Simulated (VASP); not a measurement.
Write the native input for VASP 6.6.1 that does the following.

- Task: single point
- Functional: PBE
- Potentials or basis: VASP PAW PBE potentials, release 64 (Si, C)
- Cutoff: 600 eV
- k mesh: 3 × 3 × 3
- Occupations: gaussian, width 0.01 eV
- Spin: no spin polarisation
- Dipole correction: no
- Further INCAR settings: ALGO = Normal; EDIFF = 1e-06; NBANDS = 11

The structure of SiC lies in POSCAR:

```
SiC
1.0
    0.0000000000      2.1192710523      2.1192710523
    2.1192710523      0.0000000000      2.1192710523
    2.1192710523      2.1192710523      0.0000000000
Si C
1 1
Direct
    0.0000000000      0.0000000000      0.0000000000
    0.2500000000      0.2500000000      0.2500000000
```

The input as run:

INCAR

```
SYSTEM = SiC
PREC = Accurate ; ENCUT = 600
EDIFF = 1E-6 ; ISMEAR = 0
SIGMA = 0.01 ; LREAL = .False.
LASPH = .True. ; NELM = 120
ALGO = Normal ; ISIF = 2
LWAVE = .False. ; LCHARG = .False.
GGA = PE ; NBANDS = 11
GGA_COMPAT = .False.
```

KPOINTS

```
regular mesh
0
Gamma
  3 3 3
  0 0 0
```

Potentials or basis: VASP PAW PBE potentials, release 64 (Si, C).

Launch:

```console
$ cat potpaw_PBE.64/Si/POTCAR potpaw_PBE.64/C/POTCAR > POTCAR
$ mpirun -np 1 vasp_std > vasp.out
```

It gave:

* Pressure: 27.0 GPa
* Band gap on the k mesh: 2.55 eV, indirect (least direct gap 5.34 eV)

Caveat: the k points lie up to 0.86 Å⁻¹ apart.

It took 3.4 s on 1 thread of Intel Xeon 8259CL (shared host), peak memory 0.13 GiB.
